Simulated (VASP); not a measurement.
Write the native input for VASP 6.6.1 that does the following.

```
Task                               : single point
Functional                         : PBE0
Potentials or basis                : VASP PAW PBE potentials, release 64 (Si)
Cutoff                             : 520 eV
k mesh                             : 6 × 6 × 6
Occupations                        : gaussian, width 0.01 eV
Spin                               : no spin polarisation
Dipole correction                  : no
Grid for exact exchange (PRECFOCK) : Normal
Further INCAR settings             : ALGO = Normal; EDIFF = 1e-06; NBANDS = 11
```

Si:

```
Si
1.0
     0.00000    2.72212    2.72212
     2.72212    0.00000    2.72212
     2.72212    2.72212    0.00000
Si
2
Direct
  0.00000 0.00000 0.00000
  0.25000 0.25000 0.25000
```

The input as run:

POSCAR

```
Si
1.0
    0.0000000000      2.7221188733      2.7221188733
    2.7221188733      0.0000000000      2.7221188733
    2.7221188733      2.7221188733      0.0000000000
Si
2
Direct
    0.0000000000      0.0000000000      0.0000000000
    0.2500000000      0.2500000000      0.2500000000
```

INCAR.step1

```
SYSTEM = Si
ALGO = Normal
EDIFF = 1E-5
ENCUT = 520
GGA = PE
ISIF = 2
ISMEAR = 0
LASPH = .TRUE.
LCHARG = .FALSE.
LREAL = .FALSE.
LWAVE = .TRUE.
NBANDS = 11
NELM = 80
PREC = Accurate
SIGMA = 0.01
```

INCAR.step2

```
SYSTEM = Si
AEXX = 0.25
ALGO = Normal
EDIFF = 1E-6
ENCUT = 520
GGA = PE
ISIF = 2
ISMEAR = 0
ISTART = 1
LASPH = .TRUE.
LCHARG = .FALSE.
LHFCALC = .TRUE.
LREAL = .FALSE.
LWAVE = .FALSE.
NBANDS = 11
NELM = 80
PREC = Accurate
PRECFOCK = Normal
SIGMA = 0.01
```

KPOINTS

```
k-points
0
G
  6 6 6
  0 0 0
```

Potentials or basis: VASP PAW PBE potentials, release 64 (Si).

The run is started by

```bash
$ cat potpaw_PBE.64/Si/POTCAR > POTCAR
$ cp INCAR.step1 INCAR
$ mpirun -np 1 vasp_std > vasp.out
$ cp INCAR.step2 INCAR
$ mpirun -np 1 vasp_std > vasp.out
```

It gave:

```yaml
Pressure: -0.7 GPa
Band_gap_on_the_k_mesh: 1.99 eV, indirect (least direct gap 4.01 eV)
```

Caveat: the PAW data sets were made with another functional, which shifts forces and pressure a little.

It took 3.6 min on 1 thread of Intel(R) Xeon(R) 6975P-C (Granite Rapids), with other jobs on the host, peak memory 0.18 GiB.
